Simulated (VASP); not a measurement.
# ZnSnP2 (I-42d) in VASP: a series of runs, part 2 of 2

VASP 6.6.1. Earlier steps stand in the parts before.

### Step 3. Relaxation of the atoms, r2SCAN

File POSCAR:

```
ZnSnP2
1.0
    0.0000000000      5.7398080000      0.0000000000
    5.7398080000      0.0000000000      0.0000000000
    2.8699040000      2.8699040000     -5.7398080000
Sn P Zn
2 4 2
Direct
    0.5000000000      0.5000000000      0.0000000000
    0.2500000000      0.7500000000      0.5000000000
    0.3750000000      0.3620000000      0.7500000000
    0.6380000000      0.1250000000      0.2500000000
    0.8750000000      0.8880000000      0.7500000000
    0.1120000000      0.6250000000      0.2500000000
    0.0000000000      0.0000000000      0.0000000000
    0.7500000000      0.2500000000      0.5000000000
```

File INCAR.step1:

```
SYSTEM = ZnSnP2
PREC = Accurate ; ENCUT = 500
ISMEAR = -1 ; SIGMA = 0.1
LREAL = .False. ; LASPH = .True.
NELM = 120 ; GGA = PE
ALGO = Normal ; EDIFF = 1E-5
LWAVE = .True. ; LCHARG = .False.
GGA_COMPAT = .False. ; IBRION = 2
EDIFFG = -0.01 ; NELMIN = 4
NSW = 100 ; KPAR = 4
```

File INCAR.step2:

```
SYSTEM = ZnSnP2
PREC = Accurate ; ENCUT = 500
EDIFF = 1E-7 ; ISMEAR = -1
SIGMA = 0.1 ; LREAL = .False.
LASPH = .True. ; NELM = 120
ALGO = Normal ; ISIF = 2
LWAVE = .False. ; LCHARG = .False.
METAGGA = R2SCAN ; LMIXTAU = .True.
IBRION = 2 ; NSW = 100
EDIFFG = -0.01 ; ISTART = 1
GGA_COMPAT = .False. ; NELMIN = 4
KPAR = 4
```

File KPOINTS:

```
Automatic mesh
0
Gamma
  5 5 5
  0 0 0
```

Potentials or basis: VASP PAW PBE potentials, release 64 (Sn_d, P, Zn).

Launch:

```sh
> cat potpaw_PBE.64/Sn_d/POTCAR potpaw_PBE.64/P/POTCAR potpaw_PBE.64/Zn/POTCAR > POTCAR
> cp INCAR.step1 INCAR
> mpirun -np 4 vasp_std > vasp.out
> cp INCAR.step2 INCAR
> mpirun -np 4 vasp_std > vasp.out
```

OUTCAR:

```text
SYSTEM = ZnSnP2
   PREC = Accurate
   ENCUT = 500
   EDIFF = 1E-7
   ISMEAR = -1
   LREAL = .False.
   LASPH = .True.
   NELM = 120
   ISIF = 2
   METAGGA = R2SCAN
   IBRION = 2
   NSW = 100
   EDIFFG = -0.01
   ISTART = 1
   NELMIN = 4

 ion  position               nearest neighbor table
   1  0.500  0.500  0.000-   3 2.53   4 2.53   5 2.53   6 2.53
   2  0.250  0.750  0.500-   3 2.53   4 2.53   5 2.53   6 2.53
   3  0.375  0.362  0.750-   7 2.44   8 2.44   1 2.53   2 2.53
   4  0.638  0.125  0.250-   7 2.44   8 2.44   1 2.53   2 2.53
   5  0.875  0.888  0.750-   7 2.44   8 2.44   1 2.53   2 2.53
   6  0.112  0.625  0.250-   7 2.44   8 2.44   1 2.53   2 2.53
   7  0.000  0.000  0.000-   3 2.44   4 2.44   5 2.44   6 2.44
   8  0.750  0.250  0.500-   3 2.44   4 2.44   5 2.44   6 2.44

  LATTYP: Found a body centered tetragonal cell.
 ALAT       =     5.7398080000
 C/A-ratio  =     2.0000000000

  Lattice vectors:

 A1 = (  -2.8699040000,   2.8699040000,   5.7398080000)
 A2 = (   2.8699040000,  -2.8699040000,   5.7398080000)
 A3 = (   2.8699040000,   2.8699040000,  -5.7398080000)

Analysis of symmetry for initial positions (statically):
=====================================================================
 Subroutine PRICEL returns:
 Original cell was already a primitive cell.

 Routine SETGRP: Setting up the symmetry group for a
 body centered tetragonal supercell.

 Subroutine GETGRP returns: Found  8 space group operations
 (whereof  4 operations were pure point group operations)
 out of a pool of 16 trial point group operations.

The static configuration has the point symmetry S_4 .
 The point group associated with its full space group is D_2d.

Analysis of symmetry for dynamics (positions and initial velocities):
=====================================================================
 Subroutine PRICEL returns:
 Original cell was already a primitive cell.

 Routine SETGRP: Setting up the symmetry group for a
[... 119 lines left out ...]
   ISYM   =      2    0-nonsym 1-usesym 2-fastsym
   POTIM  = 0.5000    time-step for ionic-motion
   TEBEG  =    0.0;   TEEND  =   0.0 temperature during run
   PSTRESS=    0.0 pullay stress
   NELECT =      72.0000    total number of electrons
   NUPDOWN=      -1.0000    fix difference up-down
   EMIN   =  10.00;   EMAX   =-10.00  energy-range for DOS
   EFERMI =   0.00;   METHOD = LEGACY
   ISMEAR =    -1;   SIGMA  =   0.10  broadening in eV -4-tet -1-fermi 0-gaus
   EFERMI_NEDOS =   21; number of points for ismear=-14 and -15
   IALGO  =     38    algorithm
   IMIX   =      4    mixing-type and parameters
     AMIX     =   0.40;   BMIX     =  1.00
     AMIX_MAG =   1.60;   BMIX_MAG =  1.00
  volume/ion in A,a.u.               =      23.64       159.51
  Fermi-wavevector in a.u.,A,eV,Ry     =   1.186556  2.242266 19.155854  1.407916
  Thomas-Fermi vector in A             =   2.322726
   LORBIT       =      0    0 simple, 1 ext, 2 COOP (PROOUT), +10 PAW based schemes
   METAGGA = R2SCAN    functional components
   LHFCALC =     F    Hartree Fock is set to
   AEXX    =    0.0000 exact exchange contribution
   IVDW    =     0    specifies the selected vdW correction
   LEPSILON=     F    determine dielectric tensor
   LRPA    =     F    only Hartree local field effects (RPA)
 conjugate gradient relaxation of ions
 non-spin polarized calculation
  energy-cutoff  :      500.00
  volume of cell :      189.10
 maximum number of plane-waves:      4861
 NGX is ok and might be reduce to    42
   NGX = 21   NGY = 21   NGZ = 25

--------------------------------------- Ionic step        1  -------------------------------------------

 number of electron      71.9999959 magnetization

 Free energy of the ion-electron system (eV)
  ---------------------------------------------------
  ext. energy  EPLUGINS =         0.00000000
  ---------------------------------------------------
  free energy    TOTEN  =      -105.26550091 eV

  energy without entropy =     -105.26526612  energy(sigma->0) =     -105.26538351

------------------------ aborting loop because EDIFF is reached ----------------------------------------

  FORCE on cell =-STRESS in cart. coord.  units (eV):
  Direction    XX          YY          ZZ          XY          YZ          ZX
  --------------------------------------------------------------------------------------
  -------------------------------------------------------------------------------------
  Total       -3.1795189     -3.1795189     -3.3719029      0.0000000      0.0000000      0.0000000
  in kB      -26.9389026    -26.9389026    -28.5689022      0.0000000      0.0000000      0.0000000
  external PRESSURE =     -27.4822358 kB  Pullay stress =       0.0000000 kB
[... 113 lines left out ...]
--------------------------------------- Ionic step        4  -------------------------------------------

 number of electron      71.9999963 magnetization

 Free energy of the ion-electron system (eV)
  ---------------------------------------------------
  ext. energy  EPLUGINS =         0.00000000
  ---------------------------------------------------
  free energy    TOTEN  =      -105.29286343 eV

  energy without entropy =     -105.29253555  energy(sigma->0) =     -105.29269949

 E-fermi :   4.6263     XC(G=0):  -9.9651

 val. band max:        4.0421920895   @ k =   0.0000   0.0000   0.0000
 cond. band min:       5.0611218770   @ k =   0.0000   0.0000   0.0000
 fundamental gap:      1.0189297875
 Fermi energy:         4.6263345943

 k-point     1 :       0.0000    0.0000    0.0000
  band No.  band energies     occupation
      1     -18.1207      2.00000
      2     -18.1206      2.00000
      3     -18.1203      2.00000
      4     -18.1018      2.00000
      5     -18.0912      2.00000
      6     -18.0912      2.00000
[... 852 lines left out ...]
  FREE ENERGIE OF THE ION-ELECTRON SYSTEM (eV)
  ---------------------------------------------------
  free  energy   TOTEN  =      -105.2928634333 eV

  energy  without entropy=     -105.2925355537  energy(sigma->0) =     -105.29269949

 reached required accuracy - stopping structural energy minimisation
```

OSZICAR.step1:

```text
N       E                     dE             d eps       ncg     rms          rms(c)
DAV:   1     0.654648985928E+03    0.65465E+03   -0.32637E+04  1548   0.203E+03
DAV:   2     0.647751140932E+02   -0.58987E+03   -0.57893E+03  1548   0.520E+02
[... 21 lines left out ...]
       N       E                     dE             d eps       ncg     rms          rms(c)
DAV:   1    -0.330372577287E+02   -0.28579E-02   -0.13017E+00  1554   0.349E+00    0.536E-01
DAV:   2    -0.330469049937E+02   -0.96473E-02   -0.10612E-01  1866   0.138E+00    0.199E-01
DAV:   3    -0.330465103566E+02    0.39464E-03   -0.24960E-03  1865   0.261E-01    0.146E-01
DAV:   4    -0.330463625899E+02    0.14777E-03   -0.77789E-04  1677   0.119E-01    0.628E-02
DAV:   5    -0.330463886686E+02   -0.26079E-04   -0.20588E-04  1713   0.706E-02    0.271E-02
DAV:   6    -0.330463891234E+02   -0.45484E-06   -0.12055E-05   941   0.417E-02
   3 F= -.33046389E+02 E0= -.33045561E+02  d E =-.393130E-01
```

It took 5.4 min on 4 MPI ranks of Intel Xeon 6975P-C (Granite Rapids), shared host; peak memory 0.41 GiB.

Results:

| Property | Result |
| --- | --- |
| Free energy | -105.2929 eV |
| Energy gained by relaxing | 3.4 meV/atom |
| Ionic steps | 4 |
| Pressure after relaxing | -3.1 GPa |
| Band gap on the k mesh | 1.02 eV |

Step by step:
```
step  energy change (eV)  largest force (eV/Å)  pressure (GPa)
   1              0.0000                0.3564           -2.75
   2             -0.0192                0.1917           -2.91
   3             -0.0267                0.0511           -3.04
   4             -0.0274                0.0003           -3.08
```

Final structure:
```
Sn P Zn
1.0
     0.00000    5.73981    0.00000
     5.73981    0.00000    0.00000
     2.86990    2.86990   -5.73981
Sn P Zn
2 4 2
Direct
  0.50000 0.50000 0.00000
  0.25000 0.75000 0.50000
  0.37500 0.35549 0.75000
  0.64451 0.12500 0.25000
  0.87500 0.89451 0.75000
  0.10549 0.62500 0.25000
  0.00000 0.00000 0.00000
  0.75000 0.25000 0.50000
```

Caveat: the PAW data sets were made with another functional, which shifts forces and pressure a little; spin-orbit coupling is left out, which moves the levels of the heavy elements; an odd mesh through Γ misses points on the zone boundary, where band edges can lie.
